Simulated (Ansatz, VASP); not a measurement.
# Two plane-wave programs on Ru

```
Ru
1.0
     2.71009    0.00000    0.00000
    -1.35505    2.34701    0.00000
     0.00000    0.00000    8.70073
Ru
4
Direct
  0.00000 0.00000 0.00000
  0.00000 0.00000 0.50000
  0.33333 0.66667 0.25000
  0.66667 0.33333 0.75000
```

Alike in both runs: functional PBE; k mesh 13 × 13 × 4; occupations fermi-dirac, width 0.1 eV; no spin polarisation.

Ansatz relaxed the structure, and its values are those at the end. VASP's run is a single point on that final structure, the one shown.

|  | VASP | Ansatz |
| --- | --- | --- |
| version | VASP 6.6.1 | Ansatz 0.2.0 |
| potentials or method | VASP PAW PBE potentials, release 64 (Ru_pv), cutoff 520 eV | plane waves (420 eV) with PAW, scalar-relativistic |
| valence electrons in the cell | 56 | 64 |

VASP gave:

```
pressure (GPa) : -0.1
```

Problem. What did Ansatz give for the same quantities?

Solution. Pressure (GPa): 0.0.

VASP's potentials hold 56 valence electrons a cell and Ansatz's 64, so a difference there can come from the potentials and not from the codes.
